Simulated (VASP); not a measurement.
# BP (F-43m) in VASP: a series of runs

BP is run at these levels: r2SCAN+rVV10; tasks: single point, relaxation of cell and atoms.

Everything below comes from runs of VASP 6.6.1. Logs are shortened: lines on timing, memory, paths and dates and some standing lists are left out, and cuts for length are marked.

## Step 1: The cell of the first run

Symmetry: F-43m, No. 216, cubic system. Conventional cell: a = 4.663 Å, b = 4.663 Å, c = 4.663 Å, α = 90.00°, β = 90.00°, γ = 90.00°. Within 2.7 Å of B (site symmetry -43m) lie 4 P at 2.02 Å. P (site symmetry -43m) has 4 B at 2.02 Å within 2.7 Å.

## Step 2: Single point, r2SCAN+rVV10 (12.67 Å³/atom)

The input, POSCAR:

```
BP
1.0
    0.0000000000      2.3314156246      2.3314156246
    2.3314156246      0.0000000000      2.3314156246
    2.3314156246      2.3314156246      0.0000000000
B P
1 1
Direct
    0.0000000000      0.0000000000      0.0000000000
    0.2500000000      0.2500000000      0.2500000000
```

The input, INCAR.step1:

```
SYSTEM = BP
ALGO     = Normal         ! electronic algorithm
EDIFF    = 1E-5           ! SCF threshold, eV
ENCUT    = 550            ! plane-wave cutoff, eV
GGA      = PE             ! functional
GGA_COMPAT= .False.      
ISMEAR   = 0              ! smearing method
LASPH    = .True.         ! aspherical terms in the spheres
LCHARG   = .False.        ! write CHGCAR
LREAL    = .False.        ! projectors in reciprocal space
LWAVE    = .True.         ! write WAVECAR
NBANDS   = 11             ! bands
NELM     = 120            ! most SCF steps
PREC     = Accurate       ! precision mode
SIGMA    = 0.02           ! smearing width, eV
```

The input, INCAR.step2:

```
SYSTEM = BP
ALGO     = Normal         ! electronic algorithm
BPARAM   = 11.95        
CPARAM   = 0.0093       
EDIFF    = 1E-6           ! SCF threshold, eV
ENCUT    = 550            ! plane-wave cutoff, eV
GGA_COMPAT= .False.      
ISIF     = 2              ! what is computed and relaxed
ISMEAR   = 0              ! smearing method
ISTART   = 1            
IVDW_NL  = 2            
LASPH    = .True.         ! aspherical terms in the spheres
LCHARG   = .False.        ! write CHGCAR
LMIXTAU  = .True.       
LREAL    = .False.        ! projectors in reciprocal space
LUSE_VDW = .True.       
LWAVE    = .False.        ! write WAVECAR
METAGGA  = R2SCAN         ! meta-GGA
NBANDS   = 11             ! bands
NELM     = 120            ! most SCF steps
PREC     = Accurate       ! precision mode
SIGMA    = 0.02           ! smearing width, eV
```

The input, KPOINTS:

```
k-points
0
Gamma
  10 10 10
  0 0 0
```

Potentials or basis: VASP PAW PBE potentials, release 64 (B, P).

Launch:

```sh
$ cat potpaw_PBE.64/B/POTCAR potpaw_PBE.64/P/POTCAR > POTCAR
$ cp INCAR.step1 INCAR
$ mpirun -np 1 vasp_std > vasp.out
$ cp INCAR.step2 INCAR
$ mpirun -np 1 vasp_std > vasp.out
```

OUTCAR:

```text
SYSTEM = BP
   BPARAM = 11.95
   EDIFF = 1E-6
   ENCUT = 550
   ISIF = 2
   ISMEAR = 0
   ISTART = 1
   IVDW_NL = 2
   LASPH = .True.
   LREAL = .False.
   METAGGA = R2SCAN
   NELM = 120
   PREC = Accurate

 ion  position               nearest neighbor table
   1  0.000  0.000  0.000-   2 2.02   2 2.02   2 2.02   2 2.02
   2  0.250  0.250  0.250-   1 2.02   1 2.02   1 2.02   1 2.02

  LATTYP: Found a face centered cubic cell.
 ALAT       =     4.6628312492

  Lattice vectors:

 A1 = (   0.0000000000,   2.3314156246,   2.3314156246)
 A2 = (   2.3314156246,   0.0000000000,   2.3314156246)
 A3 = (   2.3314156246,   2.3314156246,   0.0000000000)

Analysis of symmetry for initial positions (statically):
=====================================================================
 Subroutine PRICEL returns:
 Original cell was already a primitive cell.

 Routine SETGRP: Setting up the symmetry group for a
 face centered cubic supercell.

 Subroutine GETGRP returns: Found 24 space group operations
 (whereof 24 operations were pure point group operations)
 out of a pool of 48 trial point group operations.

The static configuration has the point symmetry T_d .

Analysis of symmetry for dynamics (positions and initial velocities):
=====================================================================
 Subroutine PRICEL returns:
 Original cell was already a primitive cell.

 Routine SETGRP: Setting up the symmetry group for a
 face centered cubic supercell.

 Subroutine GETGRP returns: Found 24 space group operations
 (whereof 24 operations were pure point group operations)
 out of a pool of 48 trial point group operations.

The dynamic configuration has the point symmetry T_d .

 Subroutine INISYM returns: Found 24 space group operations
 (whereof 24 operations are pure point group operations),
 and found     1 'primitive' translations

----------------------------------------------------------------------------------------

                                     Primitive cell

  volume of cell :      25.3448

  direct lattice vectors                    reciprocal lattice vectors
     0.000000000  2.331415625  2.331415625    -0.214461975  0.214461975  0.214461975
     2.331415625  0.000000000  2.331415625     0.214461975 -0.214461975  0.214461975
     2.331415625  2.331415625  0.000000000     0.214461975  0.214461975 -0.214461975

  length of vectors
     3.297119596  3.297119596  3.297119596     0.371459037  0.371459037  0.371459037

  position of ions in fractional coordinates (direct lattice)
     0.000000000  0.000000000  0.000000000
     0.250000000  0.250000000  0.250000000

  ion indices of the primitive-cell ions
   primitive index   ion index
                 1           1
                 2           2

----------------------------------------------------------------------------------------

 KPOINTS: k-points

Automatic generation of k-mesh.
 Grid dimensions read from file:
 generate k-points for:   10   10   10

 Generating k-lattice:

  Cartesian coordinates                     Fractional coordinates (reciprocal lattice)
    -0.021446198  0.021446198  0.021446198     0.100000000  0.000000000  0.000000000
     0.021446198 -0.021446198  0.021446198     0.000000000  0.100000000  0.000000000
     0.021446198  0.021446198 -0.021446198     0.000000000  0.000000000  0.100000000

  Length of vectors
     0.037145904  0.037145904  0.037145904

  Shift w.r.t. Gamma in fractional coordinates (k-lattice)
     0.000000000  0.000000000  0.000000000

 Subroutine IBZKPT returns following result:
 ===========================================

 Found     47 irreducible k-points:

 Following reciprocal coordinates:
            Coordinates               Weight
  0.000000  0.000000  0.000000      1.000000
  0.100000  0.000000  0.000000      8.000000
  0.200000  0.000000  0.000000      8.000000
  0.300000  0.000000  0.000000      8.000000
  0.400000  0.000000  0.000000      8.000000
  0.500000  0.000000  0.000000      4.000000
[... 16 lines left out ...]
  0.300000  0.300000  0.000000      6.000000
  0.400000  0.300000  0.000000     24.000000
 [... further k-points ...]
   k-points           NKPTS =     47   k-points in BZ     NKDIM =     47   number of bands    NBANDS=     11
   number of dos      NEDOS =    301   number of ions     NIONS =      2
   total plane-waves  NPLWV =  21952
   dimension x,y,z NGX =    28 NGY =   28 NGZ =   28
   dimension x,y,z NGXF=    56 NGYF=   56 NGZF=   56
   ions per type =               1   1
   NGX,Y,Z   is equivalent  to a cutoff of  14.12, 14.12, 14.12 a.u.
   NGXF,Y,Z  is equivalent  to a cutoff of  28.24, 28.24, 28.24 a.u.
 SYSTEM =  BP
   PREC   = accura    normal or accurate (medium, high low for compatibility)
   ISTART =      1    job   : 0-new  1-cont  2-samecut
   ICHARG =      0    charge: 1-file 2-atom 10-const
   ISPIN  =      1    spin polarized calculation?
   LNONCOLLINEAR =      F non collinear calculations
   LSORBIT =      F    spin-orbit coupling
   LASPH  =      T    aspherical Exc in radial PAW
   ENCUT  =  550.0 eV  40.42 Ry    6.36 a.u.   6.30  6.30  6.30*2*pi/ulx,y,z
   NELM   =    120;   NELMIN=  2; NELMDL=  0     # of ELM steps
   EDIFF  = 0.1E-05   stopping-criterion for ELM
   LREAL  =      F    real-space projection
   EDIFFG = 0.1E-04   stopping-criterion for IOM
   NSW    =      0    number of steps for IOM
   IBRION =     -1    ionic relax: 0-MD 1-quasi-New 2-CG
   NFREE  =      0    steps in history (QN), initial steepest desc. (CG)
   ISIF   =      2    stress and relaxation
   ISYM   =      2    0-nonsym 1-usesym 2-fastsym
   POTIM  = 0.5000    time-step for ionic-motion
   TEBEG  =    0.0;   TEEND  =   0.0 temperature during run
   PSTRESS=    0.0 pullay stress
   NELECT =       8.0000    total number of electrons
   NUPDOWN=      -1.0000    fix difference up-down
   EMIN   =  10.00;   EMAX   =-10.00  energy-range for DOS
   EFERMI =   0.00;   METHOD = LEGACY
   ISMEAR =     0;   SIGMA  =   0.02  broadening in eV -4-tet -1-fermi 0-gaus
   EFERMI_NEDOS =   21; number of points for ismear=-14 and -15
   IALGO  =     38    algorithm
   IMIX   =      4    mixing-type and parameters
     AMIX     =   0.40;   BMIX     =  1.00
     AMIX_MAG =   1.60;   BMIX_MAG =  1.00
  volume/ion in A,a.u.               =      12.67        85.52
  Fermi-wavevector in a.u.,A,eV,Ry     =   1.114658  2.106399 16.904740  1.242463
  Thomas-Fermi vector in A             =   2.251256
   LORBIT       =      0    0 simple, 1 ext, 2 COOP (PROOUT), +10 PAW based schemes
   METAGGA = R2SCAN    functional components
   LHFCALC =     F    Hartree Fock is set to
   AEXX    =    0.0000 exact exchange contribution
   IVDW_NL    =     2    kernel type
   BPARAM     =11.9500
   IVDW    =     0    specifies the selected vdW correction
   LEPSILON=     F    determine dielectric tensor
   LRPA    =     F    only Hartree local field effects (RPA)
 non-spin polarized calculation
 Gauss-broadening in eV      SIGMA  =   0.02
  energy-cutoff  :      550.00
  volume of cell :       25.34
 maximum number of plane-waves:       757
 NGX is ok and might be reduce to    28
   NGX = 13   NGY = 13   NGZ = 13

 number of electron       8.0000000 magnetization

 Free energy of the ion-electron system (eV)
  ---------------------------------------------------
  ext. energy  EPLUGINS =         0.00000000
  ---------------------------------------------------
  free energy    TOTEN  =       -17.13530924 eV

  energy without entropy =      -17.13530924  energy(sigma->0) =      -17.13530924

 E-fermi :   6.5430     XC(G=0): -11.1710

 val. band max:        6.4472131487   @ k =   0.0000   0.0000   0.0000
 cond. band min:       7.9660942073   @ k =   0.4000   0.4000   0.0000
 fundamental gap:      1.5188810586
 Fermi energy:         6.5429674299

 k-point     1 :       0.0000    0.0000    0.0000
  band No.  band energies     occupation
      1      -9.0894      2.00000
      2       6.4472      2.00000
      3       6.4472      2.00000
      4       6.4472      2.00000
      5       9.9720      0.00000
      6       9.9720      0.00000
      7       9.9720      0.00000
      8      13.1775      0.00000
      9      18.1778      0.00000
     10      18.8698      0.00000
     11      18.8698      0.00000

 k-point     2 :       0.1000    0.0000    0.0000
  band No.  band energies     occupation
      1      -8.9122      2.00000
      2       5.1320      2.00000
      3       6.1580      2.00000
      4       6.1580      2.00000
      5      10.3679      0.00000
      6      10.3751      0.00000
      7      10.3751      0.00000
      8      13.8040      0.00000
      9      18.2345      0.00000
     10      18.2345      0.00000
     11      18.7330      0.00000

 k-point     3 :       0.2000    0.0000    0.0000
  band No.  band energies     occupation
      1      -8.3886      2.00000
      2       2.7867      2.00000
      3       5.6020      2.00000
      4       5.6020      2.00000
      5      10.4534      0.00000
      6      11.1065      0.00000
      7      11.1065      0.00000
      8      15.2691      0.00000
      9      17.6589      0.00000
     10      17.6589      0.00000
     11      19.5887      0.00000

 k-point     4 :       0.3000    0.0000    0.0000
  band No.  band energies     occupation
      1      -7.5524      2.00000
      2       0.4448      2.00000
      3       5.1098      2.00000
      4       5.1098      2.00000
      5      10.2824      0.00000
      6      11.4875      0.00000
      7      11.4875      0.00000
      8      16.5581      0.00000
      9      18.2066      0.00000
     10      18.2066      0.00000
     11      19.7205      0.00000

 k-point     5 :       0.4000    0.0000    0.0000
  band No.  band energies     occupation
      1      -6.5294      2.00000
      2      -1.5311      2.00000
      3       4.7955      2.00000
      4       4.7955      2.00000
      5      10.1270      0.00000
      6      11.4693      0.00000
      7      11.4693      0.00000
      8      16.9888      0.00000
      9      19.8640      0.00000
     10      19.8640      0.00000
     11      20.5661      0.00000
[... 211 lines left out ...]
 k-point    21 :      -0.3000    0.2000    0.0000
  band No.  band energies     occupation
      1      -6.3010      2.00000
      2      -0.5728      2.00000
      3       1.8594      2.00000
      4       4.5422      2.00000
      5      10.5375      0.00000
      6      12.7577      0.00000
      7      13.4045      0.00000
      8      15.8539      0.00000
      9      17.1832      0.00000
     10      19.3498      0.00000
     11      23.5301      0.00000

 k-point    22 :      -0.2000    0.2000    0.0000
  band No.  band energies     occupation
      1      -7.2659      2.00000
      2       1.0982      2.00000
      3       2.3859      2.00000
      4       5.2015      2.00000
      5      11.0516      0.00000
      6      11.9146      0.00000
      7      12.8978      0.00000
      8      14.8183      0.00000
      9      16.3438      0.00000
     10      20.3261      0.00000
     11      22.1792      0.00000

 k-point    23 :       0.3000    0.3000    0.0000
  band No.  band energies     occupation
      1      -7.0124      2.00000
      2       1.4161      2.00000
      3       3.2874      2.00000
      4       3.2874      2.00000
      5       8.2176      0.00000
      6      10.6740      0.00000
      7      15.4174      0.00000
      8      15.4174      0.00000
      9      19.3330      0.00000
     10      21.1343      0.00000
     11      22.9935      0.00000

 k-point    24 :       0.4000    0.3000    0.0000
  band No.  band energies     occupation
      1      -6.2080      2.00000
      2       0.1048      2.00000
      3       2.4928      2.00000
      4       2.9937      2.00000
      5       8.5162      0.00000
      6      10.3686      0.00000
      7      15.9894      0.00000
      8      16.0704      0.00000
      9      20.4784      0.00000
     10      22.0125      0.00000
     11      23.3846      0.00000

 [... further k-points ...]

------------------------ aborting loop because EDIFF is reached ----------------------------------------

  FORCE on cell =-STRESS in cart. coord.  units (eV):
  Direction    XX          YY          ZZ          XY          YZ          ZX
  --------------------------------------------------------------------------------------
  -------------------------------------------------------------------------------------
  Total       -2.0470559     -2.0470559     -2.0470559      0.0000000      0.0000000      0.0000000
  in kB     -129.4050362   -129.4050362   -129.4050362      0.0000000      0.0000000      0.0000000
  external PRESSURE =    -129.4050362 kB  Pullay stress =       0.0000000 kB

 VOLUME and BASIS-vectors are now :
 -----------------------------------------------------------------------------
  energy-cutoff  :      550.00
  volume of cell :       25.34
      direct lattice vectors                 reciprocal lattice vectors
     0.000000000  2.331415625  2.331415625    -0.214461975  0.214461975  0.214461975
     2.331415625  0.000000000  2.331415625     0.214461975 -0.214461975  0.214461975
     2.331415625  2.331415625  0.000000000     0.214461975  0.214461975 -0.214461975

 POSITION                                       TOTAL-FORCE (eV/Angst)
 -----------------------------------------------------------------------------------
      0.00000      0.00000      0.00000        -0.000000     -0.000000     -0.000000
      1.16571      1.16571      1.16571         0.000000      0.000000      0.000000
 -----------------------------------------------------------------------------------
    total drift:                               -0.000000     -0.000000     -0.000000

  FREE ENERGIE OF THE ION-ELECTRON SYSTEM (eV)
  ---------------------------------------------------
  free  energy   TOTEN  =       -17.1353092393 eV

  energy  without entropy=      -17.1353092393  energy(sigma->0) =      -17.13530924
```

Wall time 50 s (1 thread of Intel Xeon 6975P-C (Granite Rapids), shared host); peak memory 0.26 GiB.

What came out:

- Free energy: -17.1353 eV
- Pressure: -12.9 GPa
- Band gap on the k mesh: 1.52 eV (least direct gap 3.52 eV)

Levels at points of the mesh, in eV from the valence-band top:
| k point | band 1 | band 2 | band 3 | band 4 | band 5 | band 6 | band 7 | band 8 |
| --- | --- | --- | --- | --- | --- | --- | --- | --- |
| (0.00, 0.00, 0.00) | -15.54 | 0.00 | 0.00 | 0.00 | 3.52 | 3.52 | 3.52 | 6.73 |
| (0.50, 0.00, 0.00) | -12.35 | -8.93 | -1.76 | -1.76 | 3.62 | 4.96 | 4.96 | 10.55 |
| (0.50, 0.50, 0.00) | -10.81 | -8.70 | -4.05 | -4.05 | 1.66 | 1.94 | 12.27 | 12.27 |

Caveat: the cell stands under tension; the PAW data sets were made with another functional, which shifts forces and pressure a little. A k mesh can miss the band edges.

## Step 3: Relaxation of cell and atoms, r2SCAN+rVV10

This run uses another cell than the first one, of 11.68 Å³/atom.

The input, POSCAR:

```
BP
1.0
    0.0000000000      2.2690000000      2.2690000000
    2.2690000000      0.0000000000      2.2690000000
    2.2690000000      2.2690000000      0.0000000000
B P
1 1
Direct
    0.0000000000      0.0000000000      0.0000000000
    0.2500000000      0.2500000000      0.2500000000
```

The input, INCAR.step1:

```
SYSTEM = BP
PREC     = Accurate       ! precision mode
ENCUT    = 550            ! plane-wave cutoff, eV
ISMEAR   = 0              ! smearing method
SIGMA    = 0.02           ! smearing width, eV
LREAL    = .False.        ! projectors in reciprocal space
LASPH    = .True.         ! aspherical terms in the spheres
NELM     = 120            ! most SCF steps
GGA      = PE             ! functional
ALGO     = Normal         ! electronic algorithm
EDIFF    = 1E-5           ! SCF threshold, eV
LWAVE    = .True.         ! write WAVECAR
LCHARG   = .False.        ! write CHGCAR
GGA_COMPAT= .False.      
IBRION   = 2              ! ionic algorithm
ISIF     = 3              ! what is computed and relaxed
EDIFFG   = -0.005         ! ionic threshold
NELMIN   = 4            
NSW      = 100            ! ionic steps
```

The input, INCAR.step2:

```
SYSTEM = BP
PREC     = Accurate       ! precision mode
ENCUT    = 550            ! plane-wave cutoff, eV
EDIFF    = 1E-7           ! SCF threshold, eV
ISMEAR   = 0              ! smearing method
SIGMA    = 0.02           ! smearing width, eV
LREAL    = .False.        ! projectors in reciprocal space
LASPH    = .True.         ! aspherical terms in the spheres
NELM     = 120            ! most SCF steps
ALGO     = Normal         ! electronic algorithm
ISIF     = 3              ! what is computed and relaxed
LWAVE    = .False.        ! write WAVECAR
LCHARG   = .False.        ! write CHGCAR
METAGGA  = R2SCAN         ! meta-GGA
LMIXTAU  = .True.       
LUSE_VDW = .True.       
IVDW_NL  = 2            
BPARAM   = 11.95        
CPARAM   = 0.0093       
IBRION   = 2              ! ionic algorithm
NSW      = 100            ! ionic steps
EDIFFG   = -0.002         ! ionic threshold
ISTART   = 1            
GGA_COMPAT= .False.      
NELMIN   = 4
```

The input, KPOINTS:

```
Automatic mesh
0
Gamma
  10 10 10
  0 0 0
```

Potentials or basis: VASP PAW PBE potentials, release 64 (B, P).

Launch:

```sh
$ cat potpaw_PBE.64/B/POTCAR potpaw_PBE.64/P/POTCAR > POTCAR
$ cp INCAR.step1 INCAR
$ mpirun -np 1 vasp_std > vasp.out
$ cp INCAR.step2 INCAR
$ mpirun -np 1 vasp_std > vasp.out
```

It took 2 min on 1 thread of Intel Xeon 6975P-C (Granite Rapids), shared host; peak memory 0.25 GiB.

Results (log left out):

| Item | Value |
| --- | --- |
| Free energy | -17.2274 eV |
| Relaxed volume | 11.60 Å³/atom |
| Relaxed cell | a = 3.201 Å, b = 3.201 Å, c = 3.201 Å, α = 60.00°, β = 60.00°, γ = 60.00° |
| Space group after relaxing (to 0.1 Å) | F-43m (No. 216) |
| Energy gained by relaxing | 0.3 meV/atom |
| Ionic steps | 3 |
| Pressure after relaxing | 0.0 GPa |
| Band gap on the k mesh | 1.41 eV (least direct gap 3.65 eV) |

Step by step:
| step | energy change (eV) | largest force (eV/Å) | pressure (GPa) | volume (Å³) |
| --- | --- | --- | --- | --- |
| 1 | 0.0000 | 0.0000 | -1.26 | 23.36 |
| 2 | -0.0003 | 0.0000 | 1.03 | 23.06 |
| 3 | -0.0007 | 0.0000 | 0.01 | 23.19 |

Final structure:
```
B P
1.0
     0.00000    2.26339    2.26339
     2.26339    0.00000    2.26339
     2.26339    2.26339    0.00000
B P
1 1
Direct
  0.00000 0.00000 0.00000
  0.25000 0.25000 0.25000
```

Levels at points of the mesh, in eV from the valence-band top:
```
           k point  band 1  band 2  band 3  band 4  band 5  band 6  band 7  band 8
(0.00, 0.00, 0.00)  -16.34    0.00    0.00    0.00    3.65    3.65    3.65    8.12
(0.50, 0.00, 0.00)  -12.81   -9.57   -1.88   -1.88    4.17    5.02    5.02   10.89
(0.50, 0.50, 0.00)  -11.13   -9.17   -4.38   -4.38    1.49    1.87   13.13   13.13
```

Caveat: the PAW data sets were made with another functional, which shifts forces and pressure a little. r2SCAN opens gaps a little over a GGA but as a rule still falls short of measured ones.
